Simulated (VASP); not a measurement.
Input of a VASP 6.6.1 run:

Contents of INCAR:

```
SYSTEM = MnSb
PREC = Accurate ; ENCUT = 520
EDIFF = 1E-7 ; ISMEAR = 0
SIGMA = 0.05 ; LREAL = .False.
LASPH = .True. ; NELM = 150
ALGO = Normal ; ISIF = 2
LWAVE = .False. ; LCHARG = .False.
LMAXMIX = 4 ; LDAU = .True.
LDAUTYPE = 2 ; LDAUL = 2 -1
LDAUU = 1 0 ; LDAUJ = 0 0
LDAUPRINT = 1 ; GGA = PE
NBANDS = 26
```

KPOINTS

```
regular mesh
0
Gamma
  14 14 8
  0 0 0
```

Contents of POSCAR:

```
MnSb
1.0
    4.1500000000      0.0000000000      0.0000000000
   -2.0750000000      3.5940054257      0.0000000000
    0.0000000000      0.0000000000      5.7800000000
Mn Sb
2 2
Direct
    0.0000000000      0.0000000000      0.0000000000
    0.0000000000      0.0000000000      0.5000000000
    0.3333333333      0.6666666667      0.2500000000
    0.6666666667      0.3333333333      0.7500000000
```

Potentials or basis: VASP PAW PBE potentials, release 64 (Mn_pv, Sb).

Command:

```console
$ cat potpaw_PBE.64/Mn_pv/POTCAR potpaw_PBE.64/Sb/POTCAR > POTCAR
$ mpirun -np 1 vasp_std > vasp.out
```

(1) What does it give for the pressure?

(2) Predict the band gap on the k mesh.

## Answers

(1) -16.2 GPa.

(2) zero (bands 18 and 19 overlap by 0.40 eV).

Caveat: the cell stands under tension; spin-orbit coupling is left out, which moves the levels of the heavy elements; the run has no spin polarisation, though such a crystal can be magnetic; U without spin polarisation on a metal has little footing; the U is typed as a test and isn't derived for this compound.
